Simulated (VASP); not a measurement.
Set up this calculation in VASP 6.6.1, as the native input.

| Item | Value |
| --- | --- |
| Task | relaxation of cell and atoms |
| Functional | LDA |
| Potentials or basis | VASP PAW LDA potentials, release 64 (Ta_pv, N) |
| Cutoff | 600 eV |
| k mesh | 6 × 6 × 4 |
| Occupations | gaussian, width 0.1 eV |
| Spin | no spin polarisation |
| Dipole correction | no |
| Further INCAR settings | ALGO = Normal; EDIFF = 1e-06; IBRION = 2; EDIFFG = -0.05; NSW = 100; ISIF = 3 |

The structure of Ta2N lies in POSCAR:

```
Ta2N
1.0
    5.2965720514      0.0000000000      0.0000000000
   -2.6482860257      4.5869659495      0.0000000000
    0.0000000000      0.0000000000      4.9391825701
Ta N
6 3
Direct
    0.6663616700      0.6663616700      0.7536182600
    0.0000000000      0.3336383300      0.7536182600
    0.3336383300      0.0000000000      0.7536182600
    0.3336383300      0.3336383300      0.2463817400
    0.0000000000      0.6663616700      0.2463817400
    0.6663616700      0.0000000000      0.2463817400
    0.6666666700      0.3333333300      0.5000000000
    0.3333333300      0.6666666700      0.5000000000
    0.0000000000      0.0000000000      0.0000000000
```

These files were run (other wordings do the same):

INCAR

```
SYSTEM = Ta2N
PREC     = Accurate       ! precision mode
ENCUT    = 600            ! plane-wave cutoff, eV
EDIFF    = 1E-6           ! SCF threshold, eV
ISMEAR   = 0              ! smearing method
SIGMA    = 0.1            ! smearing width, eV
LREAL    = .FALSE.        ! projectors in reciprocal space
LASPH    = .TRUE.         ! aspherical terms in the spheres
NELM     = 60             ! most SCF steps
ALGO     = Normal         ! electronic algorithm
ISIF     = 3              ! what is computed and relaxed
LWAVE    = .FALSE.        ! write WAVECAR
LCHARG   = .FALSE.        ! write CHGCAR
IBRION   = 2              ! ionic algorithm
NSW      = 100            ! ionic steps
EDIFFG   = -0.05          ! ionic threshold
```

KPOINTS

```
Automatic mesh
0
G
  6 6 4
  0 0 0
```

Potentials or basis: VASP PAW LDA potentials, release 64 (Ta_pv, N).

Launch:

```sh
$ cat potpaw_LDA.64/Ta_pv/POTCAR potpaw_LDA.64/N/POTCAR > POTCAR
$ mpirun -np 1 vasp_std > vasp.out
```

Results of the run:

```
Relaxed volume                        : 12.90 Å³/atom
Relaxed cell                          : a = 5.240 Å, b = 5.240 Å, c = 4.883 Å, α = 90.00°, β = 90.00°, γ = 120.00°
Space group after relaxing (to 0.1 Å) : P-31m (No. 162)
Energy gained by relaxing             : 13.5 meV/atom
Ionic steps                           : 6
Pressure after relaxing               : 0.2 GPa
Largest force after relaxing          : 0.013 eV/Å
Band gap on the k mesh                : zero (an odd number of electrons rules out a gap without spin polarisation)
```

Caveat: spin-orbit coupling is left out, which moves the levels of the heavy elements.

Wall time 8.7 min on 1 thread of Intel(R) Xeon(R) Platinum 8259CL CPU @ 2.50GHz (Skylake/Cascade Lake), on a shared host, peak memory 0.3 GiB.
